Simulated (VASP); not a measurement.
Set up this calculation in VASP 6.6.1, as the native input.

- Task: single point
- Functional: PBE
- Potentials or basis: VASP PAW PBE potentials, release 64 (In_d, Pd)
- Cutoff: 520 eV
- k mesh: 8 × 8 × 8
- Occupations: fermi-dirac, width 0.05 eV
- Spin: no spin polarisation
- Dipole correction: no
- Further INCAR settings: ALGO = Normal; EDIFF = 1e-07; NBANDS = 18

The structure of InPd lies in POSCAR:

```
InPd
1.0
    3.2276647001      0.0000000000      0.0000000000
    0.0000000000      3.2276647001      0.0000000000
    0.0000000000      0.0000000000      3.2276647001
In Pd
1 1
Direct
    0.0000000000      0.0000000000      0.0000000000
    0.5000000000      0.5000000000      0.5000000000
```

This cell differs from its parent crystal: volume scaled by 0.96.

One way to write it, as run:

INCAR

```
SYSTEM = InPd
PREC = Accurate
ENCUT = 520
EDIFF = 1E-7
ISMEAR = -1
SIGMA = 0.05
LREAL = .False.
LASPH = .True.
NELM = 100
ALGO = Normal
ISIF = 2
LWAVE = .False.
LCHARG = .True.
GGA = PE
LELF = .True.
LVHAR = .True.
NBANDS = 18
```

KPOINTS

```
Automatic mesh
0
Gamma
  8 8 8
  0 0 0
```

Potentials or basis: VASP PAW PBE potentials, release 64 (In_d, Pd).

Launch:

```sh
$ cat potpaw_PBE.64/In_d/POTCAR potpaw_PBE.64/Pd/POTCAR > POTCAR
$ mpirun -np 1 vasp_std > vasp.out
```

Results of the run:

| Quantity | Value |
| --- | --- |
| Pressure | 9.8 GPa |

It took 11 s on 1 thread of Intel(R) Xeon(R) Platinum 8375C CPU @ 2.90GHz (Ice Lake) (shared host), peak memory 0.15 GiB.
